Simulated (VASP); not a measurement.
Input of a VASP 6.6.1 run:

The input INCAR:

```
SYSTEM = LiSi2B3
PREC = Accurate
ENCUT = 750
EDIFF = 1E-6
ISMEAR = 0
SIGMA = 0.1
LREAL = .False.
LASPH = .True.
NELM = 120
ALGO = Normal
ISIF = 2
LWAVE = .False.
LCHARG = .False.
GGA = PE
NBANDS = 19
GGA_COMPAT = .False.
```

The input KPOINTS:

```
Automatic mesh
0
Gamma
  6 6 4
  0 0 0
```

Contents of POSCAR:

```
LiSi2B3
1.0
    4.1808993355     -0.0000000035      0.0000000000
   -2.0904496647      3.6207650369      0.0000000000
    0.0000000000      0.0000000000      7.0113910717
Li Si B
1 2 3
Direct
    0.0000000000      0.0000000000      0.5000000000
    0.3333333333      0.6666666667      0.5000000000
    0.6666666667      0.3333333333      0.5000000000
    0.0000000000      0.0000000000      0.7763842941
    0.0000000000      0.0000000000      0.2236157059
    0.0000000000      0.0000000000      0.0000000000
```

Potentials or basis: VASP PAW PBE potentials, release 64 (Li_sv, Si, B).

Run with:

```bash
$ cat potpaw_PBE.64/Li_sv/POTCAR potpaw_PBE.64/Si/POTCAR potpaw_PBE.64/B/POTCAR > POTCAR
$ mpirun -np 1 vasp_std > vasp.out
```

(1) Predict the band gap on the k mesh.

(2) What does it give for the largest force?

Answers

(1) zero (bands 10 and 11 overlap by 1.66 eV).

(2) 0.004 eV/Å.
